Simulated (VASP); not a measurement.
# Ni: single point with revPBE

Crystal: Ni.

```
CELL_PARAMETERS angstrom
2.47165 0.00000 0.00000
-1.23583 2.14051 0.00000
0.00000 0.00000 8.09013
ATOMIC_POSITIONS crystal
Ni 0.00000 0.00000 0.00000
Ni 0.00000 0.00000 0.50000
Ni 0.33333 0.66667 0.25000
Ni 0.66667 0.33333 0.75000
```

This isn't the form of Ni at room conditions, which is fcc.

```
Program             : VASP 6.6.1
Task                : single point
Functional          : revPBE
Potentials or basis : VASP PAW PBE potentials, release 64 (Ni)
Cutoff              : 520 eV
k mesh              : 16 × 16 × 5
Occupations         : fermi-dirac, width 0.05 eV
Spin                : collinear spin, ferromagnetic start
Starting moments    : [0.696, 0.696, 0.705, 0.705] μB
```

* Pressure: 8.0 GPa
* Net moment: 2.42 μB per cell
* Site moments: Ni +0.61, +0.62 (each value once) μB
* Valence electrons inside the program's atomic spheres: Ni 9.34

Stress tensor (GPa, compression positive):
```
7.76 0.00 0.00
0.00 7.76 0.00
0.00 0.00 8.37
```

Levels at points of the mesh, in eV from the Fermi level:
Spin up:
```
           k point  band 19  band 20  band 21  band 22  band 23  band 24
(0.00, 0.00, 0.00)    -1.21    -0.98    -0.98    -0.65    -0.65    -0.35
(0.50, 0.00, 0.00)    -0.51    -0.49     0.19     1.31     2.32     2.89
```
Spin down:
| k point | band 15 | band 16 | band 17 | band 18 | band 19 | band 20 | band 21 | band 22 |
| --- | --- | --- | --- | --- | --- | --- | --- | --- |
| (0.00, 0.00, 0.00) | -1.49 | -0.89 | -0.89 | -0.56 | -0.56 | -0.43 | -0.30 | -0.30 |
| (0.50, 0.00, 0.00) | 0.14 | 0.17 | 0.21 | 0.26 | 0.29 | 0.31 | 0.34 | 1.29 |

It took 4.3 min on 1 thread of Intel(R) Xeon(R) Platinum 8559C (Emerald Rapids) (shared host), peak memory 0.28 GiB.

Caveat: the cell stands under pressure; the PAW data sets were made with another functional, which shifts forces and pressure a little.
